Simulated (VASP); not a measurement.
A run of VASP 6.6.1 is set up as follows.

File INCAR:

```
  PREC = Accurate
  ENCUT = 700
  EDIFF = 1E-6
  ISMEAR = 0
  SIGMA = 0.1
  LREAL = False
  LASPH = True
  NELM = 120
  ALGO = Normal
  ISIF = 2
  LWAVE = False
  LCHARG = True
  GGA = PE
  LELF = True
  LVHAR = True
  NBANDS = 26
  GGA_COMPAT = False
```

KPOINTS

```
Automatic mesh
0
Gamma
  14 14 16
```

Contents of POSCAR:

```
Cu
1.0
    2.9510618436      0.0000000000      0.0000000000
    0.0000000000      2.9510618436      0.0000000000
    0.0000000000      0.0000000000      2.7039285802
Cu
2
Direct
    0.0000000000      0.0000000000      0.0000000000
    0.5000000000      0.5000000000      0.5000000000
```

Potentials or basis: VASP PAW PBE potentials, release 64 (Cu_sv_GW).

Launch:

```sh
$ cat potpaw_PBE.64/Cu_sv_GW/POTCAR > POTCAR
$ mpirun -np 1 vasp_std > vasp.out
```

(1) Predict the band gap on the k mesh.

(2) Estimate the pressure.

Results:

(1) zero (band 19 reaches 13.74 eV, above the bottom of band 20 at 6.13 eV).

(2) -2.1 GPa.

Caveat: the cell differs from its parent crystal (strain along c alone, the other axes held: -2.0 %).
